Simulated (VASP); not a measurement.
A run of VASP 6.6.1 is set up as follows.

POSCAR

```
Li2O
1.0
    0.0000000000      2.2863684468      2.2863684468
    2.2863684468      0.0000000000      2.2863684468
    2.2863684468      2.2863684468      0.0000000000
O Li
1 2
Direct
    0.0000000000      0.0000000000      0.0000000000
    0.2500000000      0.2500000000      0.2500000000
    0.7500000000      0.7500000000      0.7500000000
```

Contents of INCAR.step1:

```
ALGO     = Normal         # electronic algorithm
EDIFF    = 1E-8           # SCF threshold, eV
ENCUT    = 500            # plane-wave cutoff, eV
GGA      = PE             # functional
ISMEAR   = 0              # smearing method
LASPH    = True           # aspherical terms in the spheres
LCHARG   = False          # write CHGCAR
LREAL    = False          # projectors in reciprocal space
LWAVE    = True           # write WAVECAR
NELM     = 80             # most SCF steps
PREC     = Accurate       # precision mode
SIGMA    = 0.01           # smearing width, eV
```

File INCAR.step2:

```
ALGO     = Exact          # electronic algorithm
EDIFF    = 1E-8           # SCF threshold, eV
ENCUT    = 500            # plane-wave cutoff, eV
GGA      = PE             # functional
ISMEAR   = 0              # smearing method
ISTART   = 1            
LASPH    = True           # aspherical terms in the spheres
LCHARG   = False          # write CHGCAR
LOPTICS  = True           # frequency-dependent dielectric function
LREAL    = False          # projectors in reciprocal space
LWAVE    = True           # write WAVECAR
NBANDS   = 34             # bands
NELM     = 1              # most SCF steps
PREC     = Accurate       # precision mode
SIGMA    = 0.01           # smearing width, eV
```

INCAR.step3

```
ALGO     = EVGW0          # electronic algorithm
EDIFF    = 1E-8           # SCF threshold, eV
ENCUT    = 500            # plane-wave cutoff, eV
ENCUTGW  = 60             # cutoff of the response function
GGA      = PE             # functional
ISMEAR   = 0              # smearing method
ISTART   = 1            
LASPH    = True           # aspherical terms in the spheres
LCHARG   = False          # write CHGCAR
LREAL    = False          # projectors in reciprocal space
LWAVE    = False          # write WAVECAR
NBANDS   = 34             # bands
NBANDSGW = 12           
NELMGW   = 1            
NOMEGA   = 48             # frequency points
PREC     = Accurate       # precision mode
PRECFOCK = Fast         
SIGMA    = 0.01           # smearing width, eV
```

KPOINTS

```
k-points
0
Gamma
  4 4 4
```

Potentials or basis: VASP PAW PBE potentials, release 64 (O_GW, Li_GW).

Run with:

```bash
$ cat potpaw_PBE.64/O_GW/POTCAR potpaw_PBE.64/Li_GW/POTCAR > POTCAR
$ cp INCAR.step1 INCAR
$ mpirun -np 1 vasp_std > vasp.out
$ cp INCAR.step2 INCAR
$ mpirun -np 1 vasp_std > vasp.out
$ cp INCAR.step3 INCAR
$ mpirun -np 1 vasp_std > vasp.out
```

Question: Estimate the quasiparticle gap.

Answer: 7.11 eV.

Question: Predict the least direct quasiparticle gap.

Answer: 7.61 eV.

Question: What does it give for the band gap on the k mesh, mean-field level?

Answer: 5.04 eV, indirect (least direct gap 5.50 eV).

Caveat: the k points lie up to 0.59 Å⁻¹ apart; bands, screening cutoff and mesh are small and nothing is extrapolated, so the quasiparticle values aren't converged. A k mesh can miss the band edges.
